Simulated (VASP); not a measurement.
A run of VASP 6.6.1 is set up as follows.

File INCAR:

```
ALGO     = Normal         # electronic algorithm
EDIFF    = 1E-6           # SCF threshold, eV
ENCUT    = 1130           # plane-wave cutoff, eV
GGA      = PE             # functional
GGA_COMPAT= False        
ISIF     = 2              # what is computed and relaxed
ISMEAR   = 0              # smearing method
LASPH    = True           # aspherical terms in the spheres
LCHARG   = False          # write CHGCAR
LREAL    = False          # projectors in reciprocal space
LWAVE    = False          # write WAVECAR
NBANDS   = 32             # bands
NELM     = 120            # most SCF steps
PREC     = Accurate       # precision mode
SIGMA    = 0.1            # smearing width, eV
```

KPOINTS

```
k-points
0
Gamma
  3 3 2
```

Contents of POSCAR:

```
NaS6
1.0
    6.1139666200      0.0000000000      0.0000000000
   -3.0569833100      5.2948504100      0.0000000000
    0.0000000000      0.0000000000     10.2512070000
Na S
1 6
Direct
    0.0000000000      0.0000000000      0.0000000000
    0.9042651900      0.8085303800      0.5000000000
    0.1914696200      0.0957348100      0.5000000000
    0.9042651900      0.0957348100      0.5000000000
    0.0957348100      0.1914696200      0.5000000000
    0.8085303800      0.9042651900      0.5000000000
    0.0957348100      0.9042651900      0.5000000000
```

Potentials or basis: VASP PAW PBE potentials, release 64 (Na_sv, S).

Run with:

```sh
$ cat potpaw_PBE.64/Na_sv/POTCAR potpaw_PBE.64/S/POTCAR > POTCAR
$ mpirun -np 1 vasp_std > vasp.out
```

Question: Predict the band gap on the k mesh.

Answer: Zero (an odd number of electrons rules out a gap without spin polarisation).

Question: What does it give for the pressure?

Answer: 354.4 GPa.

Stress tensor (GPa, compression positive):
```
531.90   0.00   0.00
  0.00 531.90   0.00
  0.00   0.00  -0.54
```

Caveat: the k points lie up to 0.40 Å⁻¹ apart, too coarse for converged energies and pressures of a metal; atoms lie so close that the PAW spheres overlap strongly, which falsifies energies and pressures; an odd number of electrons without spin polarisation forces a metal; a magnetic or distorted state may lie lower.
